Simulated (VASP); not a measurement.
Write the native input for VASP 6.6.1 that does the following.

```yaml
Task: relaxation of cell and atoms
Functional: PBE
Potentials_or_basis: VASP PAW PBE potentials, release 64 (Fe)
Cutoff: 600 eV
k_mesh: 13 × 13 × 13
Occupations: fermi-dirac, width 0.05 eV
Spin: collinear spin, ferromagnetic start
Starting_moments: "[3.0] μB"
Dipole_correction: no
Further_INCAR_settings: ALGO = Normal; EDIFF = 1e-06; IBRION = 2; EDIFFG = -0.02; NSW = 80; ISIF = 3
```

The structure of Fe lies in POSCAR:

```
Fe
1.0
   -1.4430000000      1.4430000000      1.4430000000
    1.4430000000     -1.4430000000      1.4430000000
    1.4430000000      1.4430000000     -1.4430000000
Fe
1
Direct
    0.0000000000      0.0000000000      0.0000000000
```

One way to write it, as run:

INCAR

```
PREC = Accurate
ENCUT = 600
EDIFF = 1E-6
ISMEAR = -1
SIGMA = 0.05
LREAL = F
LASPH = T
NELM = 150
ALGO = Normal
ISIF = 3
LWAVE = F
LCHARG = F
ISPIN = 2
MAGMOM = 3
LORBIT = 11
LMAXMIX = 4
GGA = PE
IBRION = 2
NSW = 80
EDIFFG = -0.02
```

KPOINTS

```
Automatic mesh
0
Gamma
  13 13 13
```

Potentials or basis: VASP PAW PBE potentials, release 64 (Fe).

Command:

```sh
$ cat potpaw_PBE.64/Fe/POTCAR > POTCAR
$ mpirun -np 1 vasp_std > vasp.out
```

It gave:

| Property | Result |
| --- | --- |
| Relaxed volume | 11.29 Å³/atom |
| Relaxed cell | a = 2.448 Å, b = 2.448 Å, c = 2.448 Å, α = 109.47°, β = 109.47°, γ = 109.47° |
| Space group after relaxing (to 0.05 Å) | Im-3m (No. 229) |
| Energy gained by relaxing | 23.4 meV/atom |
| Ionic steps | 3 |
| Pressure after relaxing | 0.1 GPa |
| Net moment | 2.13 μB per cell |
| Site moments | Fe +2.13 μB |
| Valence electrons inside the program's atomic spheres | Fe 7.28 |

Wall time 26 s on 1 thread of Intel(R) Xeon(R) 6975P-C (Granite Rapids), with other jobs on the host, peak memory 0.14 GiB.
